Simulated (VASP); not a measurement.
# Sb (R-3m) in VASP: settings compared, part 2 of 2

VASP 6.6.1.

## Step 3: Relaxation of cell and atoms, PBE+D4

Input file INCAR:

```
PREC = Accurate ; ENCUT = 600
EDIFF = 1E-6 ; ISMEAR = -1
SIGMA = 0.05 ; LREAL = False
LASPH = True ; NELM = 100
ALGO = Normal ; ISIF = 3
LWAVE = False ; LCHARG = False
GGA = PE ; IVDW = 13
IBRION = 2 ; NSW = 60
EDIFFG = -0.01
```

Input file KPOINTS:

```
regular mesh
0
Gamma
  8 8 8
```

Input file POSCAR:

```
Sb
1.0
    2.1542000000      1.2437279499      3.7580000000
   -2.1542000000      1.2437279499      3.7580000000
    0.0000000000     -2.4874558998      3.7580000000
Sb
2
Direct
    0.7665100000      0.7665100000      0.7665100000
    0.2334900000      0.2334900000      0.2334900000
```

Potentials or basis: VASP PAW PBE potentials, release 64 (Sb).

Run with:

```bash
$ cat potpaw_PBE.64/Sb/POTCAR > POTCAR
$ mpirun -np 1 vasp_std > vasp.out
```

OUTCAR:

```text
PREC = Accurate
   ENCUT = 600
   EDIFF = 1E-6
   ISMEAR = -1
   LREAL = False
   LASPH = True
   NELM = 100
   ISIF = 3
   GGA = PE
   IVDW = 13
   IBRION = 2
   NSW = 60
   EDIFFG = -0.01

 ion  position               nearest neighbor table
   1  0.767  0.767  0.767-   2 2.91   2 2.91   2 2.91   2 3.35   2 3.35   2 3.35
   2  0.233  0.233  0.233-   1 2.91   1 2.91   1 2.91   1 3.35   1 3.35   1 3.35

  LATTYP: Found a trigonal (rhomboedric) cell.
 ALAT       =     4.5066618304
 COS(alpha) =     0.5430253624

  Lattice vectors:

 A1 = (   2.1542000000,   1.2437279499,   3.7580000000)
 A2 = (  -2.1542000000,   1.2437279499,   3.7580000000)
 A3 = (   0.0000000000,  -2.4874558998,   3.7580000000)

Analysis of symmetry for initial positions (statically):
=====================================================================
 Subroutine PRICEL returns:
 Original cell was already a primitive cell.

 Routine SETGRP: Setting up the symmetry group for a
 trigonal (rhombohedral) supercell.

 Subroutine GETGRP returns: Found 12 space group operations
 (whereof 12 operations were pure point group operations)
 out of a pool of 12 trial point group operations.

The static configuration has the point symmetry D_3d.

Analysis of symmetry for dynamics (positions and initial velocities):
=====================================================================
 Subroutine PRICEL returns:
 Original cell was already a primitive cell.

 Routine SETGRP: Setting up the symmetry group for a
 trigonal (rhombohedral) supercell.

 Subroutine GETGRP returns: Found 12 space group operations
 (whereof 12 operations were pure point group operations)
 out of a pool of 12 trial point group operations.

The dynamic configuration has the point symmetry D_3d.

 Subroutine INISYM returns: Found 12 space group operations
 (whereof 12 operations are pure point group operations),
 and found     1 'primitive' translations

----------------------------------------------------------------------------------------

                                     Primitive cell

  volume of cell :      60.4115

  direct lattice vectors                    reciprocal lattice vectors
     2.154200000  1.243727950  3.758000000     0.232104726  0.134005726  0.088699663
    -2.154200000  1.243727950  3.758000000    -0.232104726  0.134005726  0.088699663
     0.000000000 -2.487455900  3.758000000     0.000000000 -0.268011452  0.088699663

  length of vectors
     4.506661830  4.506661830  4.506661830     0.282307932  0.282307932  0.282307932

  position of ions in fractional coordinates (direct lattice)
     0.766510000  0.766510000  0.766510000
     0.233490000  0.233490000  0.233490000

  ion indices of the primitive-cell ions
   primitive index   ion index
                 1           1
                 2           2

----------------------------------------------------------------------------------------

 KPOINTS: regular mesh

Automatic generation of k-mesh.
 Grid dimensions read from file:
 generate k-points for:    8    8    8

 Generating k-lattice:

  Cartesian coordinates                     Fractional coordinates (reciprocal lattice)
     0.029013091  0.016750716  0.011087458     0.125000000  0.000000000  0.000000000
    -0.029013091  0.016750716  0.011087458     0.000000000  0.125000000  0.000000000
     0.000000000 -0.033501431  0.011087458     0.000000000  0.000000000  0.125000000

  Length of vectors
     0.035288491  0.035288491  0.035288491

  Shift w.r.t. Gamma in fractional coordinates (k-lattice)
     0.000000000  0.000000000  0.000000000

 Subroutine IBZKPT returns following result:
 ===========================================

 Found     65 irreducible k-points:

 Following reciprocal coordinates:
            Coordinates               Weight
  0.000000  0.000000  0.000000      1.000000
  0.125000 -0.000000  0.000000      6.000000
  0.250000 -0.000000  0.000000      6.000000
  0.375000 -0.000000 -0.000000      6.000000
  0.500000 -0.000000  0.000000      3.000000
  0.125000  0.125000  0.000000      6.000000
[... 16 lines left out ...]
  0.250000  0.125000  0.125000      6.000000
  0.375000  0.125000  0.125000      6.000000
 [... further k-points ...]
   k-points           NKPTS =     65   k-points in BZ     NKDIM =     65   number of bands    NBANDS=      9
   number of dos      NEDOS =    301   number of ions     NIONS =      2
   total plane-waves  NPLWV =  46656
   dimension x,y,z NGX =    36 NGY =   36 NGZ =   36
   dimension x,y,z NGXF=    72 NGYF=   72 NGZF=   72
   ions per type =               2
   NGX,Y,Z   is equivalent  to a cutoff of  13.28, 13.28, 13.28 a.u.
   NGXF,Y,Z  is equivalent  to a cutoff of  26.56, 26.56, 26.56 a.u.
 SYSTEM =  unknown system
   PREC   = accura    normal or accurate (medium, high low for compatibility)
   ISTART =      0    job   : 0-new  1-cont  2-samecut
   ICHARG =      2    charge: 1-file 2-atom 10-const
   ISPIN  =      1    spin polarized calculation?
   LNONCOLLINEAR =      F non collinear calculations
   LSORBIT =      F    spin-orbit coupling
   LASPH  =      T    aspherical Exc in radial PAW
   ENCUT  =  600.0 eV  44.10 Ry    6.64 a.u.   9.00  9.00  9.00*2*pi/ulx,y,z
   NELM   =    100;   NELMIN=  2; NELMDL= -5     # of ELM steps
   EDIFF  = 0.1E-05   stopping-criterion for ELM
   LREAL  =      F    real-space projection
   EDIFFG = -.1E-01   stopping-criterion for IOM
   NSW    =     60    number of steps for IOM
   IBRION =      2    ionic relax: 0-MD 1-quasi-New 2-CG
   NFREE  =      1    steps in history (QN), initial steepest desc. (CG)
   ISIF   =      3    stress and relaxation
   ISYM   =      2    0-nonsym 1-usesym 2-fastsym
   POTIM  = 0.5000    time-step for ionic-motion
   TEBEG  =    0.0;   TEEND  =   0.0 temperature during run
   PSTRESS=    0.0 pullay stress
   NELECT =      10.0000    total number of electrons
   NUPDOWN=      -1.0000    fix difference up-down
   EMIN   =  10.00;   EMAX   =-10.00  energy-range for DOS
   EFERMI =   0.00;   METHOD = LEGACY
   ISMEAR =    -1;   SIGMA  =   0.05  broadening in eV -4-tet -1-fermi 0-gaus
   EFERMI_NEDOS =   21; number of points for ismear=-14 and -15
   IALGO  =     38    algorithm
   IMIX   =      4    mixing-type and parameters
     AMIX     =   0.40;   BMIX     =  1.00
     AMIX_MAG =   1.60;   BMIX_MAG =  1.00
  volume/ion in A,a.u.               =      30.21       203.84
  Fermi-wavevector in a.u.,A,eV,Ry     =   0.898880  1.698637 10.993305  0.807985
  Thomas-Fermi vector in A             =   2.021644
   LORBIT       =      0    0 simple, 1 ext, 2 COOP (PROOUT), +10 PAW based schemes
   GGA     = PE    functional components
   LHFCALC =     F    Hartree Fock is set to
   AEXX    =    0.0000 exact exchange contribution
   IVDW    =    13    specifies the selected vdW correction
   LEPSILON=     F    determine dielectric tensor
   LRPA    =     F    only Hartree local field effects (RPA)
 conjugate gradient relaxation of ions
 non-spin polarized calculation
  energy-cutoff  :      600.00
  volume of cell :       60.41
 maximum number of plane-waves:      2032
   NGX = 17   NGY = 17   NGZ = 17

--------------------------------------- Ionic step        1  -------------------------------------------

 number of electron      10.0000000 magnetization

 Free energy of the ion-electron system (eV)
  ---------------------------------------------------
  ext. energy  EPLUGINS =         0.00000000
  ---------------------------------------------------
  free energy    TOTEN  =        -8.25789671 eV

  energy without entropy =       -8.25502256  energy(sigma->0) =       -8.25645963

------------------------ aborting loop because EDIFF is reached ----------------------------------------

  DFT-D4 for vdW energy calculation

  Edisp (eV):   -1.02056
[... 105 lines left out ...]
  FREE ENERGIE OF THE ION-ELECTRON SYSTEM (eV)
  ---------------------------------------------------
  free  energy   TOTEN  =        -9.2824256591 eV

  energy  without entropy=       -9.2793793914  energy(sigma->0) =       -9.28090253

[... ionic steps 4 to 8 ...]

--------------------------------------- Ionic step        9  -------------------------------------------

 number of electron      10.0000000 magnetization

------------------------ aborting loop because EDIFF is reached ----------------------------------------
[... 75 lines left out ...]
--------------------------------------- Ionic step       11  -------------------------------------------

 number of electron      10.0000000 magnetization

 Free energy of the ion-electron system (eV)
  ---------------------------------------------------
  ext. energy  EPLUGINS =         0.00000000
  ---------------------------------------------------
  free energy    TOTEN  =        -8.25018015 eV

  energy without entropy =       -8.24729763  energy(sigma->0) =       -8.24873889

 E-fermi :   7.4745     XC(G=0):  -9.6111

 val. band max:        7.4575164086   @ k =   0.3750   0.2500   0.2500
 cond. band min:       7.5082553315   @ k =   0.3750   0.1250   0.1250
 fundamental gap:      0.0507389229
 Fermi energy:         7.4745210048

 k-point     1 :       0.0000    0.0000    0.0000
  band No.  band energies     occupation
      1      -5.3131      2.00000
      2       2.7572      2.00000
      3       5.4812      2.00000
      4       5.6001      2.00000
      5       5.6001      2.00000
      6       9.8059      0.00000
      7      10.2781      0.00000
      8      10.2781      0.00000
      9      12.3602      0.00000
[... 265 lines left out ...]
 k-point    24 :       0.3750    0.1250    0.1250
  band No.  band energies     occupation
      1      -4.2797      2.00000
      2      -0.1222      2.00000
      3       4.1510      2.00000
      4       6.0687      2.00000
      5       7.5083      0.67490
      6       7.6790      0.03291
      7       7.8794      0.00061
      8      10.6164      0.00000
      9      12.4022      0.00000

 [... further k-points ...]

------------------------ aborting loop because EDIFF is reached ----------------------------------------

  DFT-D4 for vdW energy calculation

  Edisp (eV):   -1.03636
[... 25 lines left out ...]
  FREE ENERGIE OF THE ION-ELECTRON SYSTEM (eV)
  ---------------------------------------------------
  free  energy   TOTEN  =        -9.2865382986 eV

  energy  without entropy=       -9.2836557788  energy(sigma->0) =       -9.28509704

 reached required accuracy - stopping structural energy minimisation
```

CONTCAR:

```text
Sb
   1.00000000000000
     2.1628100947724662    1.2486989904347696    3.6698244059931846
    -2.1628100947724662    1.2486989904347696    3.6698244059931846
     0.0000000000000000   -2.4973979808695392    3.6698244059931846
  Sb
     2
Direct
     0.7636453257590571    0.7636453257590571    0.7636453257590571
     0.2363546742409428    0.2363546742409428    0.2363546742409428

  0.00000000E+00  0.00000000E+00  0.00000000E+00
  0.00000000E+00  0.00000000E+00  0.00000000E+00
```

Run time: 2.5 min. Hardware: 1 thread of Intel Xeon 6975P-C, shared host; peak memory 0.23 GiB.

Results:

- Free energy: -9.2865 eV
- Relaxed volume: 29.73 Å³/atom
- Relaxed cell: a = 4.439 Å, b = 4.439 Å, c = 4.439 Å, α = 58.32°, β = 58.32°, γ = 58.32°
- Space group after relaxing (to 0.05 Å): R-3m (No. 166)
- Energy gained by relaxing: 4.0 meV/atom
- Ionic steps: 11
- Pressure after relaxing: 0.0 GPa
- Largest force after relaxing: 0.004 eV/Å
- Band gap on the k mesh: zero (band 5 reaches 7.51 eV, above the bottom of band 6 at 7.29 eV)
- Dispersion energy per atom: -0.518 eV

Forces in eV/Å, atoms in the order of the input:
```
Sb   0.000  0.000  0.004
Sb   0.000  0.000 -0.004
```

The path:
| step | energy change (eV) | largest force (eV/Å) | pressure (GPa) | volume (Å³) |
| --- | --- | --- | --- | --- |
| 1 | 0.0000 | 0.1972 | 0.13 | 60.41 |
| 2 | -0.0034 | 0.0880 | -0.39 | 60.62 |
| 3 | -0.0040 | 0.0212 | -0.71 | 60.76 |
| 4 | -0.0062 | 0.0108 | -0.47 | 60.32 |
| 5 | -0.0078 | 0.0023 | -0.15 | 59.76 |
| 6 | -0.0063 | 0.0271 | 0.60 | 58.65 |
| 7 | -0.0080 | 0.0072 | 0.03 | 59.48 |
| 8 | -0.0080 | 0.0079 | 0.05 | 59.46 |
| 9 | -0.0080 | 0.0090 | 0.02 | 59.47 |
| 10 | -0.0081 | 0.0108 | -0.02 | 59.50 |
| 11 | -0.0081 | 0.0045 | 0.01 | 59.47 |

Final structure:
```
CELL_PARAMETERS angstrom
2.16281 1.24870 3.66982
-2.16281 1.24870 3.66982
0.00000 -2.49740 3.66982
ATOMIC_POSITIONS crystal
Sb 0.76365 0.76365 0.76365
Sb 0.23635 0.23635 0.23635
```

Caveat: spin-orbit coupling is left out, which moves the levels of the heavy elements; pairwise dispersion overbinds metals, which lowers pressure and volume.

## Step 4: Single point, LDA

This run uses another cell than the first one, of 32.02 Å³/atom, 1.060 times its volume.

Input file INCAR:

```
SYSTEM = Sb
PREC = Accurate ; ENCUT = 500
EDIFF = 1E-6 ; ISMEAR = -1
SIGMA = 0.05 ; LREAL = .False.
LASPH = .True. ; NELM = 120
ALGO = Normal ; ISIF = 2
LWAVE = .False. ; LCHARG = .False.
NBANDS = 22 ; GGA_COMPAT = .False.
```

Input file KPOINTS:

```
regular mesh
0
Gamma
  8 8 8
  0 0 0
```

Input file POSCAR:

```
Sb
1.0
    2.1964499421      1.2681209653      3.8317049867
   -2.1964499421      1.2681209653      3.8317049867
    0.0000000000     -2.5362419306      3.8317049867
Sb
2
Direct
    0.7665100000      0.7665100000      0.7665100000
    0.2334900000      0.2334900000      0.2334900000
```

Potentials or basis: VASP PAW LDA potentials, release 64 (Sb_d_GW).

Run with:

```bash
$ cat potpaw_LDA.64/Sb_d_GW/POTCAR > POTCAR
$ mpirun -np 1 vasp_std > vasp.out
```

It took 33 s on 1 thread of Intel Xeon 6975P-C (Granite Rapids), shared host; peak memory 0.22 GiB.

It converged, with:

```yaml
Free_energy: -9.5837 eV
Pressure: -4.0 GPa
Largest_force: 0.250 eV/Å
Band_gap_on_the_k_mesh: zero (band 15 reaches 4.55 eV, above the bottom of band 16 at 4.28 eV)
```

Forces on the atoms (eV/Å):
```
Sb   0.000  0.000  0.250
Sb   0.000  0.000 -0.250
```

Stress tensor (GPa, compression positive):
```
-4.02  0.00  0.00
 0.00 -4.02  0.00
 0.00  0.00 -3.85
```

Levels at points of the mesh, in eV from the Fermi level:
| k point | band 13 | band 14 | band 15 | band 16 | band 17 | band 18 |
| --- | --- | --- | --- | --- | --- | --- |
| (0.00, 0.00, 0.00) | -1.93 | -1.69 | -1.69 | 2.02 | 2.55 | 2.55 |
| (0.50, 0.00, 0.00) | -1.80 | -1.72 | -0.32 | -0.27 | 0.17 | 0.52 |
| (0.50, 0.50, 0.00) | -5.13 | -3.50 | -3.41 | 1.71 | 4.55 | 5.17 |
| (0.50, 0.50, 0.50) | -1.22 | -1.22 | -0.61 | 0.17 | 0.17 | 0.94 |

Caveat: spin-orbit coupling is left out, which moves the levels of the heavy elements.

## Step 5: Single point, PBEsol

Input file INCAR:

```
SYSTEM = Sb
PREC = Accurate ; ENCUT = 520
EDIFF = 1E-6 ; ISMEAR = -1
SIGMA = 0.05 ; LREAL = .False.
LASPH = .True. ; NELM = 80
ALGO = Normal ; ISIF = 2
LWAVE = .False. ; LCHARG = .True.
GGA = PS ; LELF = .True.
LVHAR = .True. ; NBANDS = 12
```

Input file KPOINTS:

```
Automatic mesh
0
Gamma
  8 8 8
  0 0 0
```

Input file POSCAR:

```
Sb
1.0
    2.1542000000      1.2437279499      3.7580000000
   -2.1542000000      1.2437279499      3.7580000000
    0.0000000000     -2.4874558998      3.7580000000
Sb
2
Direct
    0.7665100000      0.7665100000      0.7665100000
    0.2334900000      0.2334900000      0.2334900000
```

Potentials or basis: VASP PAW PBE potentials, release 64 (Sb).

Run with:

```bash
$ cat potpaw_PBE.64/Sb/POTCAR > POTCAR
$ mpirun -np 1 vasp_std > vasp.out
```

Wall time 42 s (1 thread of AMD EPYC 7R13 (Zen 3), shared host); peak memory 0.18 GiB.

It converged, with:

```
Free energy            : -9.1191 eV
Pressure               : 0.2 GPa
Largest force          : 0.157 eV/Å
Band gap on the k mesh : zero (band 5 reaches 7.20 eV, above the bottom of band 6 at 6.89 eV)
```

Forces in eV/Å, atoms in the order of the input:
```
Sb   0.000  0.000 -0.157
Sb   0.000  0.000  0.157
```

Stress tensor (GPa, compression positive):
```
 0.41  0.00  0.00
 0.00  0.41  0.00
 0.00  0.00 -0.22
```

Levels at points of the mesh, in eV from the Fermi level:
| k point | band 2 | band 3 | band 4 | band 5 | band 6 | band 7 | band 8 | band 9 |
| --- | --- | --- | --- | --- | --- | --- | --- | --- |
| (0.00, 0.00, 0.00) | -4.88 | -2.13 | -1.86 | -1.86 | 1.99 | 2.62 | 2.62 | 5.00 |
| (0.50, 0.00, 0.00) | -9.71 | -2.01 | -1.89 | -0.35 | -0.31 | 0.09 | 0.43 | 7.43 |
| (0.50, 0.50, 0.00) | -8.08 | -5.52 | -3.83 | -3.73 | 1.40 | 4.88 | 5.44 | 6.87 |
| (0.50, 0.50, 0.50) | -9.05 | -1.38 | -1.38 | -0.59 | 0.06 | 0.06 | 1.05 | 6.86 |

Caveat: the PAW data sets were made with another functional, which shifts forces and pressure a little; spin-orbit coupling is left out, which moves the levels of the heavy elements.

## Step 6: The runs side by side

```csv
task,level,potentials or basis,cell,cutoff (eV),smearing,second run,gap on the mesh (eV),pressure (GPa),largest force (eV/Å)
single point,PBE,"VASP PAW PBE potentials, release 64 (Sb)","a = 4.507 Å, angles 57.1°, 2 atoms",520,gaussian 0.028 eV,-,none,2.8,0.19
relaxation of cell and atoms,PBE+D4,"VASP PAW PBE potentials, release 64 (Sb)","relaxed from a = 4.507 Å, angles 57.1°, 2 atoms",600,fermi-dirac 0.05 eV,-,none,0.0,-
single point,LDA,"VASP PAW LDA potentials, release 64 (Sb_d_GW)","a = 4.595 Å, angles 57.1°, 2 atoms",500,fermi-dirac 0.05 eV,valence_matched,none,-4.0,0.25
single point,PBEsol,"VASP PAW PBE potentials, release 64 (Sb)","a = 4.507 Å, angles 57.1°, 2 atoms",520,fermi-dirac 0.05 eV,-,none,0.2,0.16
```

Alike in all rows: no spin polarisation; k mesh 8 × 8 × 8.

Caveats: spin-orbit coupling is left out, which moves the levels of the heavy elements; pairwise dispersion overbinds metals, which lowers pressure and volume (some runs); the PAW data sets were made with another functional, which shifts forces and pressure a little (some runs).

Total energies depend on the potentials used, so only differences within one code and one set of settings carry meaning.
